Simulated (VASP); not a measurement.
Crystal: LiH.

```
Li H
1.0
     0.00000    2.03250    2.03250
     2.03250    0.00000    2.03250
     2.03250    2.03250    0.00000
Li H
1 1
Direct
  0.00000 0.00000 0.00000
  0.50000 0.50000 0.50000
```

Base run:

```yaml
Program: VASP 6.6.1
Functional: PBE
Potentials_or_basis: VASP PAW PBE potentials, release 64 (Li_sv, H)
Cutoff: 520 eV
k_mesh: 8 × 8 × 8
Occupations: fermi-dirac, width 0.03 eV
Spin: no spin polarisation
```

Its results: band gap on the k mesh 3.01 eV.

**Question.** After a change of settings the same cell gave: band gap on the k mesh 6.03 eV. Which change was it?
A. k mesh from 8 × 8 × 8 to 6 × 6 × 6
B. k mesh from 8 × 8 × 8 to 3 × 3 × 3
C. k mesh from 8 × 8 × 8 to 6 × 6 × 6; further incar settings from ALGO = Normal; EDIFF = 1e-08; NBANDS = 9 to ALGO = Normal; EDIFF = 1e-07; NBANDS = 9
D. k mesh from 8 × 8 × 8 to 15 × 15 × 15; further incar settings from ALGO = Normal; EDIFF = 1e-08; NBANDS = 9 to ALGO = Normal; EDIFF = 1e-07; NBANDS = 9

**Answer.** B.

Caveats: some runs use coarse meshes; an odd mesh through Γ misses points on the zone boundary, where band edges can lie (at least some runs).
